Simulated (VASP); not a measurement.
Write the native input for VASP 6.6.1 that does the following.

| Property | Result |
| --- | --- |
| Task | single point |
| Functional | PBE |
| Potentials or basis | VASP PAW PBE potentials, release 64 (Ga_d, O) |
| Cutoff | 520 eV |
| k mesh | 10 × 10 × 6 |
| Occupations | fermi-dirac, width 0.02 eV |
| Spin | no spin polarisation |
| Dipole correction | no |
| Further INCAR settings | ALGO = Normal; EDIFF = 1e-07; NBANDS = 55 |

The structure of Ga2O3 lies in POSCAR:

```
Ga2O3
1.0
    6.1873644791     -1.5385332127      0.0000000000
    6.1873644791      1.5385332127      0.0000000000
   -1.4042276835      0.0000000000      5.7040962965
Ga O
4 6
Direct
    0.0905466420      0.0905466420      0.7951236857
    0.9094533580      0.9094533580      0.2048763143
    0.6586362902      0.6586362902      0.3138825852
    0.3413637098      0.3413637098      0.6861174148
    0.1646545523      0.1646545523      0.1093905807
    0.8353454477      0.8353454477      0.8906094193
    0.1733493999      0.1733493999      0.5633893006
    0.8266506001      0.8266506001      0.4366106994
    0.4959058003      0.4959058003      0.2560499004
    0.5040941997      0.5040941997      0.7439500996
```

One way to write it, as run:

INCAR

```
PREC     = Accurate       # precision mode
ENCUT    = 520            # plane-wave cutoff, eV
EDIFF    = 1E-7           # SCF threshold, eV
ISMEAR   = -1             # smearing method
SIGMA    = 0.02           # smearing width, eV
LREAL    = F              # projectors in reciprocal space
LASPH    = T              # aspherical terms in the spheres
NELM     = 80             # most SCF steps
ALGO     = Normal         # electronic algorithm
ISIF     = 2              # what is computed and relaxed
LWAVE    = F              # write WAVECAR
LCHARG   = F              # write CHGCAR
GGA      = PE             # functional
NBANDS   = 55             # bands
```

KPOINTS

```
Automatic mesh
0
Gamma
  10 10 6
```

Potentials or basis: VASP PAW PBE potentials, release 64 (Ga_d, O).

Launch:

```console
$ cat potpaw_PBE.64/Ga_d/POTCAR potpaw_PBE.64/O/POTCAR > POTCAR
$ mpirun -np 1 vasp_std > vasp.out
```

Results of the run:

```yaml
Pressure: 2.1 GPa
Largest_force: 0.027 eV/Å
Band_gap_on_the_k_mesh: 2.07 eV (least direct gap 2.10 eV)
```

Wall time 44 min on 1 thread of Oxide Virtual Turin-like Processor (shared host), peak memory 0.8 GiB.
